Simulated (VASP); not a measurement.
## AlN: single point with r2SCAN

The system is AlN.

```
N Al
1.0
     3.10949    0.00000    0.00000
    -1.55475    2.69289    0.00000
     0.00000    0.00000    4.99062
N Al
2 2
Direct
  0.66670 0.33330 0.38100
  0.33340 0.66670 0.88100
  0.66670 0.33330 0.00000
  0.33340 0.66670 0.50000
```

```
Program             : VASP 6.6.1
Task                : single point
Functional          : r2SCAN
Potentials or basis : VASP PAW PBE potentials, release 64 (N, Al)
Cutoff              : 520 eV
k mesh              : 9 × 9 × 5
Occupations         : fermi-dirac, width 0.1 eV
Spin                : no spin polarisation
```

```yaml
Pressure: -1.2 GPa
Largest_force: 0.022 eV/Å
Band_gap_on_the_k_mesh: 4.89 eV, direct
```

Forces on the atoms (eV/Å):
```
N    0.000  0.003  0.022
N    0.000 -0.003  0.022
Al   0.000  0.003 -0.022
Al   0.000 -0.003 -0.022
```

Stress tensor (GPa, compression positive):
```
-1.21  0.00  0.00
 0.00 -1.18  0.00
 0.00  0.00 -1.35
```

Levels at points of the mesh, in eV from the valence-band top:
| k point | band 5 | band 6 | band 7 | band 8 | band 9 | band 10 | band 11 | band 12 |
| --- | --- | --- | --- | --- | --- | --- | --- | --- |
| (0.00, 0.00, 0.00) | -0.86 | -0.20 | -0.20 | 0.00 | 4.89 | 7.53 | 11.58 | 12.04 |

Wall time 65 s on 1 thread of Intel(R) Xeon(R) 6975P-C (Granite Rapids), on a shared host, peak memory 0.18 GiB.

Caveat: the PAW data sets were made with another functional, which shifts forces and pressure a little. r2SCAN opens gaps a little over a GGA but as a rule still falls short of measured ones.
